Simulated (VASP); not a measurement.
A run of VASP 6.6.1:

File INCAR:

```
SYSTEM = BaB12H12
PREC = Accurate
ENCUT = 520
EDIFF = 1E-8
ISMEAR = -1
SIGMA = 0.05
LREAL = Auto
LASPH = .True.
NELM = 80
ALGO = Normal
ISIF = 2
LWAVE = .False.
LCHARG = .False.
GGA = PE
LEFG = .True.
NBANDS = 89
```

Contents of KPOINTS:

```
Automatic mesh
0
Gamma
  5 5 3
  0 0 0
```

File POSCAR:

```
BaB12H12
1.0
    7.3053696191      0.0000000000      0.0000000000
   -3.6526848096      6.3266356742      0.0000000000
    0.0000000000      0.0000000000     11.8102396800
Ba B H
2 24 24
Direct
    0.6666666667      0.3333333333      0.2631376200
    0.3333333333      0.6666666667      0.7631376200
    0.9147885200      0.3861335000      0.6109410500
    0.4713449800      0.0852114800      0.6109410500
    0.6138665000      0.5286550200      0.6109410500
    0.5286550200      0.6138665000      0.1109410500
    0.3861335000      0.9147885200      0.1109410500
    0.0852114800      0.4713449800      0.1109410500
    0.5123992400      0.3002563700      0.5247869500
    0.7878571300      0.4876007600      0.5247869500
    0.6997436300      0.2121428700      0.5247869500
    0.2121428700      0.6997436300      0.0247869500
    0.3002563700      0.5123992400      0.0247869500
    0.4876007600      0.7878571300      0.0247869500
    0.8200589400      0.3649722000      0.7515893500
    0.5449132600      0.1799410600      0.7515893500
    0.6350278000      0.4550867400      0.7515893500
    0.4550867400      0.6350278000      0.2515893500
    0.3649722000      0.8200589400      0.2515893500
    0.1799410600      0.5449132600      0.2515893500
    0.4173025700      0.2806536100      0.6654171600
    0.8633510400      0.5826974300      0.6654171600
    0.7193463900      0.1366489600      0.6654171600
    0.1366489600      0.7193463900      0.1654171600
    0.2806536100      0.4173025700      0.1654171600
    0.5826974300      0.8633510400      0.1654171600
    0.0893256200      0.4217627700      0.5879963000
    0.3324371500      0.9106743800      0.5879963000
    0.5782372300      0.6675628500      0.5879963000
    0.6675628500      0.5782372300      0.0879963000
    0.4217627700      0.0893256200      0.0879963000
    0.9106743800      0.3324371500      0.0879963000
    0.3998187300      0.2757518700      0.4453776400
    0.8759331400      0.6001812700      0.4453776400
    0.7242481300      0.1240668600      0.4453776400
    0.1240668600      0.7242481300      0.9453776400
    0.2757518700      0.3998187300      0.9453776400
    0.6001812700      0.8759331400      0.9453776400
    0.9253194200      0.3840410600      0.8334442000
    0.4587216400      0.0746805800      0.8334442000
    0.6159589400      0.5412783600      0.8334442000
    0.5412783600      0.6159589400      0.3334442000
    0.3840410600      0.9253194200      0.3334442000
    0.0746805800      0.4587216400      0.3334442000
    0.2407799800      0.2418644200      0.6854035000
    0.0010844400      0.7592200200      0.6854035000
    0.7581355800      0.9989155600      0.6854035000
    0.9989155600      0.7581355800      0.1854035000
    0.2418644200      0.2407799800      0.1854035000
    0.7592200200      0.0010844400      0.1854035000
```

Potentials or basis: VASP PAW PBE potentials, release 64 (Ba_sv, B, H).

Launch:

```sh
$ cat potpaw_PBE.64/Ba_sv/POTCAR potpaw_PBE.64/B/POTCAR potpaw_PBE.64/H/POTCAR > POTCAR
$ mpirun -np 1 vasp_std > vasp.out
```

Hardware: 1 thread of Intel(R) Xeon(R) Platinum 8259CL CPU @ 2.50GHz (Skylake/Cascade Lake) (shared host).

Question: Estimate the wall time of this run.

Answer: Wall time 23 min on 1 thread of Intel(R) Xeon(R) Platinum 8259CL CPU @ 2.50GHz (Skylake/Cascade Lake) (shared host), peak memory 0.78 GiB. Counts: scf iterations 19, k points 12.
